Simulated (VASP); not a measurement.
# KBr in VASP: settings compared

The runs below take KBr through electric field gradients, with PBE, LDA.

Everything below comes from runs of VASP 6.6.1. Logs are shortened: lines on timing, memory, paths and dates and some standing lists are left out, and cuts for length are marked.

## Step 1: The cell of the first run

It takes space group R-3m (No. 166, trigonal). The conventional cell has a = 4.680 Å, b = 4.680 Å, c = 11.291 Å, α = 90.00°, β = 90.00°, γ = 120.00°. Within 4.3 Å of K (site symmetry -3m) lie 6 Br at 3.29 Å. Within 4.3 Å of Br (site symmetry -3m) lie 6 K at 3.29 Å.

## Step 2: Electric field gradients, PBE (equal xy, yz and zx shear strains of -1 %)

INCAR

```
ALGO = Normal ; EDIFF = 1E-8
ENCUT = 520 ; GGA = PE
ISIF = 2 ; ISMEAR = -1
LASPH = T ; LCHARG = F
LEFG = T ; LREAL = F
LWAVE = F ; NBANDS = 15
NELM = 100 ; PREC = Accurate
SIGMA = 0.01
```

KPOINTS

```
k-points
0
Gamma
  7 7 7
```

POSCAR

```
KBr
1.0
   -0.0329250000      3.2760375000      3.2760375000
    3.2760375000     -0.0329250000      3.2760375000
    3.2760375000      3.2760375000     -0.0329250000
K Br
1 1
Direct
    0.0000000000      0.0000000000      0.0000000000
    0.5000000000      0.5000000000      0.5000000000
```

Potentials or basis: VASP PAW PBE potentials, release 64 (K_sv, Br).

Run with:

```
$ cat potpaw_PBE.64/K_sv/POTCAR potpaw_PBE.64/Br/POTCAR > POTCAR
$ mpirun -np 1 vasp_std > vasp.out
```

OUTCAR:

```text
EDIFF = 1E-8
   ENCUT = 520
   GGA = PE
   ISIF = 2
   ISMEAR = -1
   LASPH = T
   LREAL = F
   NELM = 100
   PREC = Accurate

 ion  position               nearest neighbor table
   1  0.000  0.000  0.000-   2 3.29   2 3.29   2 3.29   2 3.29   2 3.29   2 3.29
   2  0.500  0.500  0.500-   1 3.29   1 3.29   1 3.29   1 3.29   1 3.29   1 3.29

  LATTYP: Found a trigonal (rhomboedric) cell.
 ALAT       =     4.6331336543
 COS(alpha) =     0.4899250057

  Lattice vectors:

 A1 = (  -0.0329250000,   3.2760375000,   3.2760375000)
 A2 = (   3.2760375000,  -0.0329250000,   3.2760375000)
 A3 = (   3.2760375000,   3.2760375000,  -0.0329250000)

Analysis of symmetry for initial positions (statically):
=====================================================================
 Subroutine PRICEL returns:
 Original cell was already a primitive cell.

 Routine SETGRP: Setting up the symmetry group for a
 trigonal (rhombohedral) supercell.

 Subroutine GETGRP returns: Found 12 space group operations
 (whereof 12 operations were pure point group operations)
 out of a pool of 12 trial point group operations.

The static configuration has the point symmetry D_3d.

Analysis of symmetry for dynamics (positions and initial velocities):
=====================================================================
 Subroutine PRICEL returns:
 Original cell was already a primitive cell.

 Routine SETGRP: Setting up the symmetry group for a
 trigonal (rhombohedral) supercell.

 Subroutine GETGRP returns: Found 12 space group operations
 (whereof 12 operations were pure point group operations)
 out of a pool of 12 trial point group operations.

The dynamic configuration has the point symmetry D_3d.

 Subroutine INISYM returns: Found 12 space group operations
 (whereof 12 operations are pure point group operations),
 and found     1 'primitive' translations

----------------------------------------------------------------------------------------

                                     Primitive cell

  volume of cell :      71.3797

  direct lattice vectors                    reciprocal lattice vectors
    -0.032925000  3.276037500  3.276037500    -0.150341609  0.151867920  0.151867920
     3.276037500 -0.032925000  3.276037500     0.151867920 -0.150341609  0.151867920
     3.276037500  3.276037500 -0.032925000     0.151867920  0.151867920 -0.150341609

  length of vectors
     4.633133654  4.633133654  4.633133654     0.262164700  0.262164700  0.262164700

  position of ions in fractional coordinates (direct lattice)
     0.000000000  0.000000000  0.000000000
     0.500000000  0.500000000  0.500000000

  ion indices of the primitive-cell ions
   primitive index   ion index
                 1           1
                 2           2

----------------------------------------------------------------------------------------

 KPOINTS: k-points

Automatic generation of k-mesh.
 Grid dimensions read from file:
 generate k-points for:    7    7    7

 Generating k-lattice:

  Cartesian coordinates                     Fractional coordinates (reciprocal lattice)
    -0.021477373  0.021695417  0.021695417     0.142857143  0.000000000  0.000000000
     0.021695417 -0.021477373  0.021695417     0.000000000  0.142857143  0.000000000
     0.021695417  0.021695417 -0.021477373     0.000000000  0.000000000  0.142857143

  Length of vectors
     0.037452100  0.037452100  0.037452100

  Shift w.r.t. Gamma in fractional coordinates (k-lattice)
     0.000000000  0.000000000  0.000000000

 Subroutine IBZKPT returns following result:
 ===========================================

 Found     44 irreducible k-points:

 Following reciprocal coordinates:
            Coordinates               Weight
  0.000000  0.000000  0.000000      1.000000
  0.142857  0.000000 -0.000000      6.000000
  0.285714  0.000000  0.000000      6.000000
  0.428571  0.000000  0.000000      6.000000
  0.142857  0.142857  0.000000      6.000000
  0.285714  0.142857  0.000000     12.000000
[... 16 lines left out ...]
  0.285714  0.285714  0.142857      6.000000
  0.428571  0.285714  0.142857     12.000000
 [... further k-points ...]
   k-points           NKPTS =     44   k-points in BZ     NKDIM =     44   number of bands    NBANDS=     15
   number of dos      NEDOS =    301   number of ions     NIONS =      2
   total plane-waves  NPLWV =  46656
   dimension x,y,z NGX =    36 NGY =   36 NGZ =   36
   dimension x,y,z NGXF=    72 NGYF=   72 NGZF=   72
   ions per type =               1   1
   NGX,Y,Z   is equivalent  to a cutoff of  12.92, 12.92, 12.92 a.u.
   NGXF,Y,Z  is equivalent  to a cutoff of  25.84, 25.84, 25.84 a.u.
 SYSTEM =  unknown system
   PREC   = accura    normal or accurate (medium, high low for compatibility)
   ISTART =      0    job   : 0-new  1-cont  2-samecut
   ICHARG =      2    charge: 1-file 2-atom 10-const
   ISPIN  =      1    spin polarized calculation?
   LNONCOLLINEAR =      F non collinear calculations
   LSORBIT =      F    spin-orbit coupling
   LASPH  =      T    aspherical Exc in radial PAW
   ENCUT  =  520.0 eV  38.22 Ry    6.18 a.u.   8.61  8.61  8.61*2*pi/ulx,y,z
   NELM   =    100;   NELMIN=  2; NELMDL= -5     # of ELM steps
   EDIFF  = 0.1E-07   stopping-criterion for ELM
   LREAL  =      F    real-space projection
   EDIFFG = 0.1E-06   stopping-criterion for IOM
   NSW    =      0    number of steps for IOM
   IBRION =     -1    ionic relax: 0-MD 1-quasi-New 2-CG
   NFREE  =      0    steps in history (QN), initial steepest desc. (CG)
   ISIF   =      2    stress and relaxation
   ISYM   =      2    0-nonsym 1-usesym 2-fastsym
   POTIM  = 0.5000    time-step for ionic-motion
   TEBEG  =    0.0;   TEEND  =   0.0 temperature during run
   PSTRESS=    0.0 pullay stress
   NELECT =      16.0000    total number of electrons
   NUPDOWN=      -1.0000    fix difference up-down
   EMIN   =  10.00;   EMAX   =-10.00  energy-range for DOS
   EFERMI =   0.00;   METHOD = LEGACY
   ISMEAR =    -1;   SIGMA  =   0.01  broadening in eV -4-tet -1-fermi 0-gaus
   EFERMI_NEDOS =   21; number of points for ismear=-14 and -15
   IALGO  =     38    algorithm
   IMIX   =      4    mixing-type and parameters
     AMIX     =   0.40;   BMIX     =  1.00
     AMIX_MAG =   1.60;   BMIX_MAG =  1.00
  volume/ion in A,a.u.               =      35.69       240.85
  Fermi-wavevector in a.u.,A,eV,Ry     =   0.994466  1.879268 13.455653  0.988963
  Thomas-Fermi vector in A             =   2.126419
   LORBIT       =      0    0 simple, 1 ext, 2 COOP (PROOUT), +10 PAW based schemes
   GGA     = PE    functional components
   LHFCALC =     F    Hartree Fock is set to
   AEXX    =    0.0000 exact exchange contribution
   IVDW    =     0    specifies the selected vdW correction
   LEPSILON=     F    determine dielectric tensor
   LRPA    =     F    only Hartree local field effects (RPA)
 non-spin polarized calculation
  energy-cutoff  :      520.00
  volume of cell :       71.38
 maximum number of plane-waves:      1933
   NGX = 17   NGY = 17   NGZ = 17

 number of electron      15.9999998 magnetization

 Free energy of the ion-electron system (eV)
  ---------------------------------------------------
  ext. energy  EPLUGINS =         0.00000000
  ---------------------------------------------------
  free energy    TOTEN  =        -6.21219775 eV

  energy without entropy =       -6.21219775  energy(sigma->0) =       -6.21219775

 E-fermi :  -1.4807     XC(G=0):  -7.3983

 val. band max:       -1.6906653017   @ k =   0.0000   0.0000   0.0000
 cond. band min:       2.7389684512   @ k =   0.0000   0.0000   0.0000
 fundamental gap:      4.4296337530
 Fermi energy:        -1.4807128565

 k-point     1 :       0.0000    0.0000    0.0000
  band No.  band energies     occupation
      1     -29.4800      2.00000
      2     -14.0134      2.00000
      3     -12.9588      2.00000
      4     -12.9574      2.00000
      5     -12.9574      2.00000
      6      -1.7233      2.00000
      7      -1.7233      2.00000
      8      -1.6907      2.00000
      9       2.7390      0.00000
     10       5.8527      0.00000
     11       5.8527      0.00000
     12       5.9738      0.00000
     13       6.7212      0.00000
     14       6.7212      0.00000
     15       9.9079      0.00000

 k-point     2 :       0.1429    0.0000   -0.0000
  band No.  band energies     occupation
      1     -29.4790      2.00000
      2     -14.0534      2.00000
      3     -12.9599      2.00000
      4     -12.9583      2.00000
      5     -12.9040      2.00000
      6      -2.0039      2.00000
      7      -1.7905      2.00000
      8      -1.7615      2.00000
      9       3.2401      0.00000
     10       5.7545      0.00000
     11       6.0935      0.00000
     12       6.2015      0.00000
     13       6.9853      0.00000
     14       6.9926      0.00000
     15      10.5985      0.00000

 k-point     3 :       0.2857    0.0000    0.0000
  band No.  band energies     occupation
      1     -29.4765      2.00000
      2     -14.1323      2.00000
      3     -12.9625      2.00000
      4     -12.9601      2.00000
      5     -12.7943      2.00000
      6      -2.5195      2.00000
      7      -1.9337      2.00000
      8      -1.9051      2.00000
      9       4.2346      0.00000
     10       5.8452      0.00000
     11       6.7549      0.00000
     12       6.8598      0.00000
     13       7.6951      0.00000
     14       7.7232      0.00000
     15      10.1969      0.00000
[... 343 lines left out ...]
 k-point    23 :       0.2857    0.2857    0.1429
  band No.  band energies     occupation
      1     -29.4765      2.00000
      2     -14.0894      2.00000
      3     -12.9702      2.00000
      4     -12.9667      2.00000
      5     -12.8418      2.00000
      6      -2.4143      2.00000
      7      -1.9159      2.00000
      8      -1.8985      2.00000
      9       4.1636      0.00000
     10       5.2392      0.00000
     11       6.9691      0.00000
     12       7.0055      0.00000
     13       7.3102      0.00000
     14       7.8372      0.00000
     15      10.2669      0.00000

 k-point    24 :       0.4286    0.2857    0.1429
  band No.  band energies     occupation
      1     -29.4747      2.00000
      2     -14.0896      2.00000
      3     -12.9893      2.00000
      4     -12.9689      2.00000
      5     -12.8272      2.00000
      6      -2.5733      2.00000
      7      -2.0220      2.00000
      8      -2.0032      2.00000
      9       4.9253      0.00000
     10       5.1151      0.00000
     11       7.3468      0.00000
     12       7.5071      0.00000
     13       7.9655      0.00000
     14       8.1355      0.00000
     15       9.4578      0.00000

 [... further k-points ...]
[... 5 lines left out ...]
  --------------------------------------------------------------------------------------
  -------------------------------------------------------------------------------------
  Total        0.3883936      0.3883936      0.3883936      0.0211601      0.0211601      0.0211601
  in kB        8.7178212      8.7178212      8.7178212      0.4749569      0.4749569      0.4749569
  external PRESSURE =       8.7178212 kB  Pullay stress =       0.0000000 kB

 VOLUME and BASIS-vectors are now :
 -----------------------------------------------------------------------------
  energy-cutoff  :      520.00
  volume of cell :       71.38
      direct lattice vectors                 reciprocal lattice vectors
    -0.032925000  3.276037500  3.276037500    -0.150341609  0.151867920  0.151867920
     3.276037500 -0.032925000  3.276037500     0.151867920 -0.150341609  0.151867920
     3.276037500  3.276037500 -0.032925000     0.151867920  0.151867920 -0.150341609

 POSITION                                       TOTAL-FORCE (eV/Angst)
 -----------------------------------------------------------------------------------
      0.00000      0.00000      0.00000         0.000000      0.000000      0.000000
      3.25957      3.25957      3.25958         0.000000     -0.000000     -0.000000
 -----------------------------------------------------------------------------------
    total drift:                                0.000000      0.000000      0.000000

  FREE ENERGIE OF THE ION-ELECTRON SYSTEM (eV)
  ---------------------------------------------------
  free  energy   TOTEN  =        -6.2121977493 eV

  energy  without entropy=       -6.2121977493  energy(sigma->0) =       -6.21219775

 Electric field gradients (V/A^2)
---------------------------------------------------------------------
 ion       V_xx      V_yy      V_zz      V_xy      V_xz      V_yz
---------------------------------------------------------------------
   1      -0.000     0.000    -0.000     0.481     0.481     0.481
   2      -0.000     0.000     0.000    -1.517    -1.517    -1.517
---------------------------------------------------------------------

 Electric field gradients after diagonalization (V/A^2)
 (convention: |V_zz| > |V_xx| > |V_yy|)
----------------------------------------------------------------------
 ion       V_xx      V_yy      V_zz     asymmetry (V_yy - V_xx)/ V_zz
----------------------------------------------------------------------
   1      -0.481    -0.481     0.962       0.000
   2       1.517     1.517    -3.033       0.000
----------------------------------------------------------------------

           NMR quadrupolar parameters

 Cq : quadrupolar parameter    Cq=e*Q*V_zz/h
 eta: asymmetry parameters     (V_yy - V_xx)/ V_zz
 Q  : nuclear electric quadrupole moment in mb (millibarn)
----------------------------------------------------------------------
 ion       Cq(MHz)       eta       Q (mb)
----------------------------------------------------------------------
   1       0.002       0.000       1.000
   2      -0.007       0.000       1.000
----------------------------------------------------------------------
```

It took 26 s on 1 thread of Intel Xeon Platinum 8559C (Emerald Rapids), shared host; peak memory 0.22 GiB.

What came out:

```
Free energy            : -6.2122 eV
Pressure               : 0.9 GPa
Band gap on the k mesh : 4.43 eV, direct
```

Electric field gradients, principal values (V/Å²):
```tsv
atom	least	middle	greatest (by size)
1 K	-0.481	-0.481	0.962
2 Br	1.517	1.517	-3.033
```

Caveat: the cell differs from its parent crystal (equal xy, yz and zx shear strains of -1 %); without QUAD_EFG the Cq values of the log hold for a quadrupole moment of 1 mb, not for the nuclei.

(Part 1 of 2 ends here.)
